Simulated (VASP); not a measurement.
The system is NaInTe.

```
CELL_PARAMETERS angstrom
4.65561 0.00000 0.00000
0.00000 4.65561 0.00000
0.00000 0.00000 5.82726
ATOMIC_POSITIONS crystal
Na 0.00000 0.00000 0.00000
In 0.50000 0.50000 0.50000
Te 0.00000 0.00000 0.50000
```

The cell was generated, and may not be a known phase.

* Program: VASP 6.6.1
* Task: relaxation of cell and atoms
* Functional: PBE
* Potentials or basis: VASP PAW PBE potentials, release 64 (Na_pv, In_d, Te)
* Cutoff: 600 eV
* k mesh: 10 × 10 × 8
* Occupations: gaussian, width 0.1 eV
* Spin: no spin polarisation

At the start: pressure 0.4 GPa; volume 42.10 Å³/atom.

How do energy, volume and symmetry change on relaxing?

Over 5 steps the energy falls by 3.9 meV/atom and the volume is 44.25 Å³/atom (+5.1 %); space group P4/mmm (No. 123, to 0.1 Å) before and after.

The path:
```
step  energy change (eV)  largest force (eV/Å)  pressure (GPa)  volume (Å³)
   1              0.0000                0.0000            0.41       126.30
   2             -0.0058                0.0000            0.27       128.30
   3             -0.0114                0.0000           -0.06       133.20
   4             -0.0114                0.0000           -0.04       133.00
   5             -0.0117                0.0000            0.03       132.76
```

Final structure:
```
Na In Te
1.0
     4.77331    0.00000    0.00000
     0.00000    4.77331    0.00000
     0.00000    0.00000    5.82687
Na In Te
1 1 1
Direct
  0.00000 0.00000 0.00000
  0.50000 0.50000 0.50000
  0.00000 0.00000 0.50000
```
